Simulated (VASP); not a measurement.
# Ir: single point with PBEsol

Crystal: Ir.

```
Ir
1.0
    -1.40870    1.40870    1.40870
     1.40870   -1.40870    1.40870
     1.40870    1.40870   -1.40870
Ir
1
Cartesian
  0.0000 0.0000 0.0000
```

This isn't the form of Ir at room conditions, which is fcc.

| Quantity | Value |
| --- | --- |
| Program | VASP 6.6.1 |
| Task | single point |
| Functional | PBEsol |
| Potentials or basis | VASP PAW PBE potentials, release 64 (Ir) |
| Cutoff | 520 eV |
| k mesh | 20 × 20 × 20 |
| Occupations | fermi-dirac, width 0.08 eV |
| Spin | no spin polarisation |
| Dipole correction | no |
| Further INCAR settings | ALGO = Normal; EDIFF = 1e-07; NBANDS = 10 |

- Pressure: 177.6 GPa
- Band gap on the k mesh: zero (an odd number of electrons rules out a gap without spin polarisation)

Levels at points of the mesh, in eV from the Fermi level:
| k point | band 1 | band 2 | band 3 | band 4 | band 5 | band 6 | band 7 | band 8 | band 9 |
| --- | --- | --- | --- | --- | --- | --- | --- | --- | --- |
| (0.00, 0.00, 0.00) | -13.58 | -5.35 | -5.35 | -5.35 | -0.99 | -0.99 | 16.71 | 16.71 | 16.71 |
| (0.50, 0.00, 0.00) | -10.68 | -8.07 | -1.08 | -0.44 | -0.05 | 3.52 | 11.47 | 12.87 | 19.99 |
| (0.50, 0.50, 0.50) | -10.54 | -10.54 | 2.35 | 2.35 | 2.35 | 9.07 | 9.07 | 9.07 | 19.48 |

It took 16 s on 1 thread of AMD EPYC 7R13 Processor (Zen 3) (shared host), peak memory 0.12 GiB.

Caveat: the cell stands under pressure; the PAW data sets were made with another functional, which shifts forces and pressure a little; spin-orbit coupling is left out, which moves the levels of the heavy elements.
